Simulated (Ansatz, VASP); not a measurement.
**SiO2 in VASP and in Ansatz**

```
Si O
1.0
     4.97090    0.00000    0.00000
     0.00000    4.97090    0.00000
     0.00000    0.00000    6.92780
Si O
4 8
Direct
  0.30050 0.30050 0.00000
  0.19950 0.80050 0.25000
  0.69950 0.69950 0.50000
  0.80050 0.19950 0.75000
  0.23920 0.10370 0.17860
  0.39630 0.73920 0.42860
  0.76080 0.89630 0.67860
  0.60370 0.26080 0.92860
  0.73920 0.39630 0.57140
  0.89630 0.76080 0.32140
  0.26080 0.60370 0.07140
  0.10370 0.23920 0.82140
```

Alike in both runs: task relaxation of the atoms; functional PBE; k mesh 5 × 5 × 4; occupations fermi-dirac, width 0.02 eV; no spin polarisation.

|  | VASP | Ansatz |
| --- | --- | --- |
| version | VASP 6.6.1 | Ansatz 0.2.0 |
| potentials or method | VASP PAW PBE potentials, release 64 (Si, O) | plane-wave PAW, scalar-relativistic |
| plane-wave cutoff (eV) | 520 | 420 |
| valence electrons in the cell | 64 | 64 |

```csv
,VASP,Ansatz,Ansatz less VASP
"gap on the k mesh at the Fermi level, each at its own relaxed structure (eV)",5.62,5.62,+0.002
```

Ansatz's warnings: stress scf threshold loose.
